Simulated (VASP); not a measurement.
# Ir3F in VASP: notebook

Ir3F is run at these levels: PBE; tasks: single point.

Program: VASP 6.6.1. These are calculated values, not measurements. Logs are shortened: lines on timing, memory, paths and dates and some standing lists are left out, and cuts for length are marked.

**1. The cell of the first run**

The cell holds a slab with vacuum, 4 atoms: a = 2.737 Å, b = 2.737 Å, c = 19.843 Å, α = 90.00°, β = 90.00°, γ = 120.00°.

**2. Single point, PBE**

The input, INCAR:

```
SYSTEM = Ir3F
PREC     = Accurate       ! precision mode
ENCUT    = 520            ! plane-wave cutoff, eV
EDIFF    = 1E-6           ! SCF threshold, eV
ISMEAR   = 0              ! smearing method
SIGMA    = 0.1            ! smearing width, eV
LREAL    = .FALSE.        ! projectors in reciprocal space
LASPH    = .TRUE.         ! aspherical terms in the spheres
NELM     = 120            ! most SCF steps
ALGO     = Normal         ! electronic algorithm
ISIF     = 2              ! what is computed and relaxed
LWAVE    = .FALSE.        ! write WAVECAR
LCHARG   = .TRUE.         ! write CHGCAR
LDIPOL   = .TRUE.       
IDIPOL   = 3            
DIPOL    = 0.5 0.5 0.361
GGA      = PE             ! functional
LELF     = .TRUE.         ! ELF
LVHAR    = .TRUE.       
LVACPOTAV= .TRUE.       
NBANDS   = 37             ! bands
GGA_COMPAT= .FALSE.      
NELMDL   = -8
```

The input, KPOINTS:

```
Automatic mesh
0
G
  12 12 1
  0 0 0
```

The input, POSCAR:

```
Ir3F
1.0
    2.7367600872      0.0000000000      0.0000000000
   -1.3683800436      2.3701037596      0.0000000000
    0.0000000000      0.0000000000     19.8425800730
Ir F
3 1
Direct
    0.6666666666      0.3333333333      0.2015866881
    0.3333333334      0.6666666667      0.3110139949
    0.0000000000      0.0000000000      0.4204382718
    0.1666666667      0.3333333333      0.5108526948
```

Potentials or basis: VASP PAW PBE potentials, release 64 (Ir_sv_GW, F).

On the command line:

```bash
$ cat potpaw_PBE.64/Ir_sv_GW/POTCAR potpaw_PBE.64/F/POTCAR > POTCAR
$ mpirun -np 1 vasp_std > vasp.out
```

OUTCAR:

```text
SYSTEM = Ir3F
   PREC = Accurate
   ENCUT = 520
   EDIFF = 1E-6
   ISMEAR = 0
   LREAL = .FALSE.
   LASPH = .TRUE.
   NELM = 120
   ISIF = 2
   GGA = PE
   NELMDL = -8

 ion  position               nearest neighbor table
   1  0.667  0.333  0.202-   2 2.69   2 2.69   2 2.69
   2  0.333  0.667  0.311-   3 2.69   3 2.69   3 2.69   1 2.69   1 2.69   1 2.69
   3  0.000  0.000  0.420-   4 1.96   2 2.69   2 2.69   2 2.69
   4  0.167  0.333  0.511-   3 1.96

  LATTYP: Found a hexagonal cell.
 ALAT       =     2.7367600872
 C/A-ratio  =     7.2503907689

  Lattice vectors:

 A1 = (   2.7367600872,   0.0000000000,   0.0000000000)
 A2 = (  -1.3683800436,   2.3701037596,   0.0000000000)
 A3 = (   0.0000000000,   0.0000000000,  19.8425800730)

Analysis of symmetry for initial positions (statically):
=====================================================================
 Subroutine PRICEL returns:
 Original cell was already a primitive cell.

 Routine SETGRP: Setting up the symmetry group for a
 hexagonal supercell.

 Subroutine GETGRP returns: Found  2 space group operations
 (whereof  2 operations were pure point group operations)
 out of a pool of 24 trial point group operations.

The static configuration has the point symmetry C_1h.

Analysis of symmetry for dynamics (positions and initial velocities):
=====================================================================
 Subroutine PRICEL returns:
 Original cell was already a primitive cell.

 Routine SETGRP: Setting up the symmetry group for a
 hexagonal supercell.

 Subroutine GETGRP returns: Found  2 space group operations
 (whereof  2 operations were pure point group operations)
 out of a pool of 24 trial point group operations.

The dynamic configuration has the point symmetry C_1h.

 Subroutine INISYM returns: Found  2 space group operations
 (whereof  2 operations are pure point group operations),
 and found     1 'primitive' translations

----------------------------------------------------------------------------------------

                                     Primitive cell

[... 91 lines left out ...]
   LASPH  =      T    aspherical Exc in radial PAW
   ENCUT  =  520.0 eV  38.22 Ry    6.18 a.u.   5.09  5.09 36.89*2*pi/ulx,y,z
   NELM   =    120;   NELMIN=  2; NELMDL= -8     # of ELM steps
   EDIFF  = 0.1E-05   stopping-criterion for ELM
   LREAL  =      F    real-space projection
   EDIFFG = 0.1E-04   stopping-criterion for IOM
   NSW    =      0    number of steps for IOM
   IBRION =     -1    ionic relax: 0-MD 1-quasi-New 2-CG
   NFREE  =      0    steps in history (QN), initial steepest desc. (CG)
   ISIF   =      2    stress and relaxation
   ISYM   =      2    0-nonsym 1-usesym 2-fastsym
   POTIM  = 0.5000    time-step for ionic-motion
   TEBEG  =    0.0;   TEEND  =   0.0 temperature during run
   PSTRESS=    0.0 pullay stress
   NELECT =      58.0000    total number of electrons
   NUPDOWN=      -1.0000    fix difference up-down
   EMIN   =  10.00;   EMAX   =-10.00  energy-range for DOS
   EFERMI =   0.00;   METHOD = LEGACY
   ISMEAR =     0;   SIGMA  =   0.10  broadening in eV -4-tet -1-fermi 0-gaus
   EFERMI_NEDOS =   21; number of points for ismear=-14 and -15
   IALGO  =     38    algorithm
   IMIX   =      4    mixing-type and parameters
     AMIX     =   0.40;   BMIX     =  1.00
     AMIX_MAG =   1.60;   BMIX_MAG =  1.00
  volume/ion in A,a.u.               =      32.18       217.14
  Fermi-wavevector in a.u.,A,eV,Ry     =   1.255115  2.371823 21.433434  1.575313
  Thomas-Fermi vector in A             =   2.388887
   LORBIT       =      0    0 simple, 1 ext, 2 COOP (PROOUT), +10 PAW based schemes
   GGA     = PE    functional components
   LHFCALC =     F    Hartree Fock is set to
   AEXX    =    0.0000 exact exchange contribution
   IVDW    =     0    specifies the selected vdW correction
   LEPSILON=     F    determine dielectric tensor
   LRPA    =     F    only Hartree local field effects (RPA)
 non-spin polarized calculation
 Gauss-broadening in eV      SIGMA  =   0.10
  energy-cutoff  :      520.00
  volume of cell :      128.71
 maximum number of plane-waves:      3499
   NGX = 11   NGY = 11   NGZ = 73

 dipolmoment           0.000000      0.000000     -0.041442 electrons x Angstroem

 number of electron      57.9999996 magnetization

 dipolmoment           0.000000      0.000000      0.117498 electrons x Angstroem

 Free energy of the ion-electron system (eV)
  ---------------------------------------------------
  ext. energy  EPLUGINS =         0.00000000
  ---------------------------------------------------
  free energy    TOTEN  =       -30.07793970 eV

  energy without entropy =      -30.05959442  energy(sigma->0) =      -30.06876706

 E-fermi :  -0.0572     XC(G=0):  -6.3632

 val. band max:       -0.0791541281   @ k =  -0.4167   0.3333   0.0000
 cond. band min:      -0.0405367694   @ k =  -0.1667   0.4167   0.0000
 fundamental gap:      0.0386173587
 Fermi energy:        -0.0571670318

 k-point     1 :       0.0000    0.0000    0.0000
  band No.  band energies     occupation
      1     -93.2456      2.00000
      2     -92.9578      2.00000
      3     -92.4619      2.00000
      4     -50.3151      2.00000
      5     -49.8726      2.00000
      6     -49.7585      2.00000
[... 949 lines left out ...]
     36       8.6474      0.00000
     37       9.5729      0.00000

 [... further k-points ...]

------------------------ aborting loop because EDIFF is reached ----------------------------------------

  FORCE on cell =-STRESS in cart. coord.  units (eV):
  Direction    XX          YY          ZZ          XY          YZ          ZX
  --------------------------------------------------------------------------------------
  -------------------------------------------------------------------------------------
  Total       -1.3459306     -1.7841599     -0.9275889      0.0000000     -0.2799463      0.0000000
  in kB      -16.7544831    -22.2096710    -11.5468594      0.0000000     -3.4848419      0.0000000
  external PRESSURE =     -16.8370045 kB  Pullay stress =       0.0000000 kB

 VOLUME and BASIS-vectors are now :
 -----------------------------------------------------------------------------
  energy-cutoff  :      520.00
  volume of cell :      128.71
      direct lattice vectors                 reciprocal lattice vectors
     2.736760087  0.000000000  0.000000000     0.365395566  0.210961228  0.000000000
    -1.368380044  2.370103760  0.000000000     0.000000000  0.421922456  0.000000000
     0.000000000  0.000000000 19.842580073     0.000000000  0.000000000  0.050396672

 POSITION                                       TOTAL-FORCE (eV/Angst)
 -----------------------------------------------------------------------------------
      1.36838      0.79003      4.00000         0.000000     -0.173872     -0.253989
      0.00000      1.58007      6.17132         0.000000     -0.118951      0.639469
      0.00000      0.00000      8.34258         0.000000      1.012115     -0.465215
      0.00000      0.79003     10.13664         0.000000     -0.719291      0.079734
 -----------------------------------------------------------------------------------
    total drift:                               -0.000001      0.000179      0.000988

  FREE ENERGIE OF THE ION-ELECTRON SYSTEM (eV)
  ---------------------------------------------------
  free  energy   TOTEN  =       -30.0779397009 eV

  energy  without entropy=      -30.0595944214  energy(sigma->0) =      -30.06876706

 vacuum level on the upper side and lower side of the slab         8.590         5.310
```

OSZICAR:

```text
N       E                     dE             d eps       ncg     rms          rms(c)
DAV:   1     0.616060192681E+03    0.61606E+03   -0.40298E+04  4150   0.150E+03
DAV:   2     0.576302292673E+00   -0.61548E+03   -0.60088E+03  4008   0.457E+02
DAV:   3    -0.357985313654E+02   -0.36375E+02   -0.35535E+02  3778   0.106E+02
[... 39 lines left out ...]
DAV:  43    -0.300779248237E+02   -0.28768E-04   -0.48789E-06  2866   0.959E-03    0.535E-03
DAV:  44    -0.300779261561E+02   -0.13324E-05   -0.15024E-06  2078   0.618E-03    0.487E-03
DAV:  45    -0.300779336485E+02   -0.74924E-05   -0.82262E-07  2152   0.427E-03    0.347E-03
DAV:  46    -0.300779387010E+02   -0.50525E-05   -0.11733E-06  2369   0.407E-03    0.252E-03
DAV:  47    -0.300779397009E+02   -0.99992E-06   -0.36700E-07  2081   0.304E-03
   1 F= -.30077940E+02 E0= -.30068767E+02  d E =-.183453E-01
```

stdout:

```text
POSCAR found type information on POSCAR IrF
 POSCAR found :  2 types and       4 ions
 scaLAPACK will be used
 LDA part: xc-table for (Slater+PW92), standard interpolation
 POSCAR, INCAR and KPOINTS ok, starting setup
 FFT: planning ... GRIDC
 FFT: planning ... GRID_SOFT
 FFT: planning ... GRID
 WAVECAR not read
 entering main loop
 -----------------------------------------------------------------------------
|                                                                             |
|           W    W    AA    RRRRR   N    N  II  N    N   GGGG   !!!           |
|           W    W   A  A   R    R  NN   N  II  NN   N  G    G  !!!           |
|           W    W  A    A  R    R  N N  N  II  N N  N  G       !!!           |
|           W WW W  AAAAAA  RRRRR   N  N N  II  N  N N  G  GGG   !            |
|           WW  WW  A    A  R   R   N   NN  II  N   NN  G    G                |
|           W    W  A    A  R    R  N    N  II  N    N   GGGG   !!!           |
|                                                                             |
|     Did not find any points to average over, which means that no vacuum     |
|     field-free region was found. Please increase the size of  your cell     |
|     in the dimension of the dipole correction to obtain accurate            |
|     workfunction values.                                                    |
|                                                                             |
 -----------------------------------------------------------------------------
```

Run time: 10 min. Hardware: 1 thread of Intel Xeon Platinum 8259CL at 2.50GHz (Skylake/Cascade Lake), shared host; peak memory 0.33 GiB.

Results:

| Item | Value |
| --- | --- |
| Free energy | -30.0779 eV |
| Largest force | 1.114 eV/Å |
| Band gap on the k mesh | zero (bands 29 and 30 overlap by 2.14 eV) |

Forces on the atoms (eV/Å):
```
Ir   0.000 -0.174 -0.254
Ir   0.000 -0.119  0.639
Ir   0.000  1.012 -0.465
F    0.000 -0.719  0.080
```

Caveat: spin-orbit coupling is left out, which moves the levels of the heavy elements.

**3. Single point, PBE**

The input, INCAR:

```
ALGO = Normal
DIPOL = 0.5 0.5 0.361
EDIFF = 1E-6
ENCUT = 520
GGA = PE
GGA_COMPAT = F
IDIPOL = 3
ISIF = 2
ISMEAR = 0
LASPH = T
LCHARG = F
LDIPOL = T
LREAL = F
LWAVE = F
NBANDS = 37
NELM = 120
NELMDL = -8
PREC = Accurate
SIGMA = 0.1
```

The input, KPOINTS:

```
k-points
0
Gamma
  12 12 1
```

The input, POSCAR:

```
Ir3F
1.0
    2.7367600872      0.0000000000      0.0000000000
   -1.3683800436      2.3701037596      0.0000000000
    0.0000000000      0.0000000000     19.8425800730
Ir F
3 1
Direct
    0.6666666667      0.3333333334      0.2015866881
    0.3333333333      0.6666666667      0.3110139949
    0.0000000000      0.0000000000      0.4204382718
    0.3333333333      0.1666666666      0.5109631829
```

Potentials or basis: VASP PAW PBE potentials, release 64 (Ir_sv_GW, F).

On the command line:

```bash
$ cat potpaw_PBE.64/Ir_sv_GW/POTCAR potpaw_PBE.64/F/POTCAR > POTCAR
$ mpirun -np 1 vasp_std > vasp.out
```

It took 8.1 min on 1 thread of AMD EPYC 7R13 (Zen 3), shared host; peak memory 0.31 GiB.

Results (log left out):

* Free energy: -30.0783 eV
* Largest force: 1.002 eV/Å
* Band gap on the k mesh: zero (bands 29 and 30 overlap by 2.19 eV)

Forces on the atoms (eV/Å):
```
Ir  -0.209 -0.121 -0.224
Ir  -0.006 -0.004  0.620
Ir   0.764  0.441 -0.474
F   -0.549 -0.317  0.078
```

Levels at points of the mesh, in eV from the Fermi level:
| k point | band 26 | band 27 | band 28 | band 29 | band 30 | band 31 |
| --- | --- | --- | --- | --- | --- | --- |
| (0.00, 0.00, 0.00) | -2.11 | -1.73 | -1.20 | -1.02 | -0.63 | -0.37 |
| (0.50, 0.00, 0.00) | -0.39 | 0.55 | 0.81 | 0.83 | 1.21 | 1.52 |
| (0.00, 0.50, 0.00) | -0.58 | 0.38 | 0.76 | 1.09 | 1.34 | 1.53 |

Caveat: spin-orbit coupling is left out, which moves the levels of the heavy elements.

The gap in the log of VASP goes by the Fermi energy; the results here count the filled bands.